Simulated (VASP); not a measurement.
Set up this calculation in VASP 6.6.1, as the native input.

* Task: relaxation of shape and atoms at fixed volume
* Functional: PBE
* Potentials or basis: VASP PAW PBE potentials, release 64 (Sn_d, Pb_d)
* Cutoff: 600 eV
* k mesh: 6 × 6 × 12
* Occupations: gaussian, width 0.1 eV
* Spin: no spin polarisation
* Dipole correction: no
* Further INCAR settings: ALGO = Fast; EDIFF = 1e-06; IBRION = 2; EDIFFG = -0.01; NSW = 50; ISIF = 4

The structure of Sn2Pb lies in POSCAR:

```
Sn2Pb
1.0
    5.3794197800      0.0000000000      0.0000000000
   -2.6897098900      4.6587141871      0.0000000000
    0.0000000000      0.0000000000      3.1719963755
Sn Pb
2 1
Direct
    0.3333333333      0.6666666667      0.5000000000
    0.6666666667      0.3333333333      0.5000000000
    0.0000000000      0.0000000000      0.0000000000
```

One way to write it, as run:

INCAR

```
  ALGO = Fast
  EDIFF = 1E-6
  EDIFFG = -0.01
  ENCUT = 600
  GGA = PE
  IBRION = 2
  ISIF = 4
  ISMEAR = 0
  LASPH = True
  LCHARG = False
  LREAL = False
  LWAVE = False
  NELM = 100
  NSW = 50
  PREC = Accurate
  SIGMA = 0.1
```

KPOINTS

```
k-points
0
Gamma
  6 6 12
```

Potentials or basis: VASP PAW PBE potentials, release 64 (Sn_d, Pb_d).

Command:

```console
$ cat potpaw_PBE.64/Sn_d/POTCAR potpaw_PBE.64/Pb_d/POTCAR > POTCAR
$ mpirun -np 1 vasp_std > vasp.out
```

Results of the run:

| Item | Value |
| --- | --- |
| Energy gained by relaxing | 0.0 meV/atom |
| Ionic steps | 2 |
| Pressure after relaxing | 5.4 GPa |
| Band gap on the k mesh | zero (bands 21 and 22 overlap by 4.08 eV) |

Caveat: spin-orbit coupling is left out, which moves the levels of the heavy elements.

It took 5 min on 1 thread of Oxide Virtual Turin-like Processor, on a shared host, peak memory 0.28 GiB.
